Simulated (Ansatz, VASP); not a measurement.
**MgS, level by level in two programs**

```
S Mg
1.0
     0.00000    2.83312    2.83312
     2.83312    0.00000    2.83312
     2.83312    2.83312    0.00000
S Mg
1 1
Direct
  0.25000 0.25000 0.25000
  0.00000 0.00000 0.00000
```

Single points on this cell with VASP 6.6.1 and Ansatz 0.2.0. Each row is one pair of runs.

```csv
level,spin,k mesh,smearing,"VASP's potentials, cutoff","Ansatz's potentials, cutoff","gap on the k mesh at the Fermi level (eV), VASP","gap on the k mesh at the Fermi level (eV), Ansatz","least direct gap on the mesh (eV), VASP","least direct gap on the mesh (eV), Ansatz","pressure (GPa), VASP","pressure (GPa), Ansatz"
LDA,off,8 × 8 × 8,"gaussian, width 0.02 eV","VASP PAW LDA potentials, release 64 (S, Mg), 520 eV","Ansatz PAW, 420 eV",3.18,3.17,3.18,3.17,-2.5,-2.2
r2SCAN+D4,off,8 × 8 × 8,"fermi-dirac, width 0.05 eV","VASP PAW PBE potentials, release 64 (S, Mg), 520 eV","Ansatz PAW, 500 eV",4.12,4.13,4.12,4.13,-1.0,-0.7
SVWN5,off,8 × 8 × 8,"fermi-dirac, width 0.025 eV","VASP PAW PBE potentials, release 64 (S, Mg), 520 eV","JTH PAW LDA, 870 eV",3.18,3.17,3.18,3.17,-2.2,-2.1
RPBE+D4,"collinear, typed start",5 × 5 × 5,"gaussian, width 0.02 eV","VASP PAW PBE potentials, release 64 (S, Mg), 520 eV","SPMS NC, 762 eV",3.66,3.65,3.66,3.65,-1.3,-1.2
```

Gap on the k mesh at the fermi level (eV): the two programs differ by at most 0.013; least direct gap on the mesh (eV): the two programs differ by at most 0.013; pressure (GPa): the two programs differ by at most 0.34.

VASP's potentials hold 8 valence electrons a cell and Ansatz's 16, so a difference there can come from the potentials and not from the codes.

Noted on Ansatz's runs: the potentials were made for another functional, which shifts forces and pressure; odd divisions of the mesh miss points on the zone boundary, where band edges often lie, so the gap on the mesh can be too wide.
